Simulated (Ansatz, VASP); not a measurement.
**MgO: VASP beside Ansatz**

```
Mg O
1.0
     0.00000    2.10377    2.10377
     2.10377    0.00000    2.10377
     2.10377    2.10377    0.00000
Mg O
1 1
Direct
  0.00000 0.00000 0.00000
  0.50000 0.50000 0.50000
```

Alike in both runs: functional r2SCAN; k mesh 10 × 10 × 10; occupations gaussian, width 0.02 eV; no spin polarisation.

Ansatz relaxed the structure, and its values are those at the end. VASP's run is a single point on that final structure, the one shown.

|  | VASP | Ansatz |
| --- | --- | --- |
| version | VASP 6.6.1 | Ansatz 0.2.0 |
| potentials or method | VASP PAW PBE potentials, release 64 (Mg_sv, O), cutoff 750 eV | scalar-relativistic, plane waves, PAW |
| valence electrons in the cell | 16 | 16 |

|  | VASP | Ansatz | Ansatz less VASP |
| --- | --- | --- | --- |
| gap on the k mesh at the Fermi level (eV) | 5.68 | 5.68 | -0.003 |
| least direct gap on the mesh (eV) | 5.68 | 5.68 | -0.003 |
| pressure (GPa) | -0.4 | 0.0 | +0.38 |

VASP's potentials were made for PBE, not for r2SCAN.
